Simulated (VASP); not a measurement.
GaSi2:

```xyz
3
Lattice="3.2265 0.0000 0.0000 -1.6132 2.7942 0.0000 0.0000 0.0000 5.0862" Properties=species:S:1:pos:R:3 pbc="T T T"
Ga    0.0000    0.0000    0.0000
Si    1.6132    0.9314    3.6873
Si    1.6132    0.9314    1.3989
```

```yaml
Program: VASP 6.6.1
Task: relaxation of cell and atoms
Functional: PBE
Potentials_or_basis: VASP PAW PBE potentials, release 64 (Ga_d, Si)
Cutoff: 600 eV
k_mesh: 6 × 6 × 4
Occupations: gaussian, width 0.1 eV
Spin: no spin polarisation
```

At the start: pressure 29.8 GPa; volume 15.28 Å³/atom.

Task: Where does the relaxation end?

Result: Over 13 steps the energy falls by 440.9 meV/atom and the volume is 20.74 Å³/atom (+35.7 %); space group P-6m2 (No. 187, to 0.05 Å).

Step by step:
```
step  energy change (eV)  largest force (eV/Å)  pressure (GPa)  volume (Å³)
   1              0.0000                1.0509           29.84        45.85
   2             -0.8733                0.5846           -6.27        67.44
   3             -1.0512                0.3901           -0.01        59.29
   4             -1.0512                0.4043           -0.31        59.59
   5             -1.1645                0.9402           -0.02        60.18
   6             -1.0832                1.9296            3.07        61.31
   7             -1.2262                1.3029            1.15        60.76
   8             -1.2835                0.8247            0.58        61.59
   9             -1.3104                0.2852            0.17        62.60
  10             -1.3206                0.1427           -0.20        62.57
  11             -1.3222                0.0907           -0.34        62.55
  12             -1.3227                0.0432           -0.07        62.33
  13             -1.3228                0.0196            0.14        62.22
```

Final structure:
```
CELL_PARAMETERS angstrom
3.76862 0.00000 0.00000
-1.88431 3.26372 0.00000
0.00000 0.00000 5.05897
ATOMIC_POSITIONS crystal
Ga 0.00000 0.00000 0.00000
Si 0.66667 0.33333 0.73977
Si 0.66667 0.33333 0.26023
```

Caveat: the k points lie up to 0.32 Å⁻¹ apart in the final cell; the volume moved by over 15 % at a fixed basis, so the end points are rough.
